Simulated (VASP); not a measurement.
Lu: single point with PBE

The system is Lu.

```
Lu
1.0
     0.00000    2.61891    2.61891
     2.61891    0.00000    2.61891
     2.61891    2.61891    0.00000
Lu
2
Direct
  0.00000 0.00000 0.00000
  0.25000 0.25000 0.25000
```

This isn't the form of Lu at room conditions, which is hcp.

```
Program                : VASP 6.6.1
Task                   : single point
Functional             : PBE
Potentials or basis    : VASP PAW PBE potentials, release 64 (Lu)
Cutoff                 : 520 eV
k mesh                 : 11 × 11 × 11
Occupations            : fermi-dirac, width 0.1 eV
Spin                   : no spin polarisation
Dipole correction      : no
Further INCAR settings : ALGO = Normal; EDIFF = 1e-06; NBANDS = 32
```

```
Pressure               : 66.2 GPa
Band gap on the k mesh : zero (bands 25 and 26 overlap by 2.17 eV)
```

Levels at points of the mesh, in eV from the Fermi level:
```csv
k point,band 22,band 23,band 24,band 25,band 26,band 27,band 28,band 29
"(0.00, 0.00, 0.00)",-5.52,-5.52,-1.55,-1.55,1.39,1.39,1.39,5.16
```

Run time: 50 s on 1 thread of AMD EPYC 9R14 (Zen 4), with other jobs on the host, peak memory 0.17 GiB.

Caveat: the cell stands under pressure; spin-orbit coupling is left out, which moves the levels of the heavy elements.
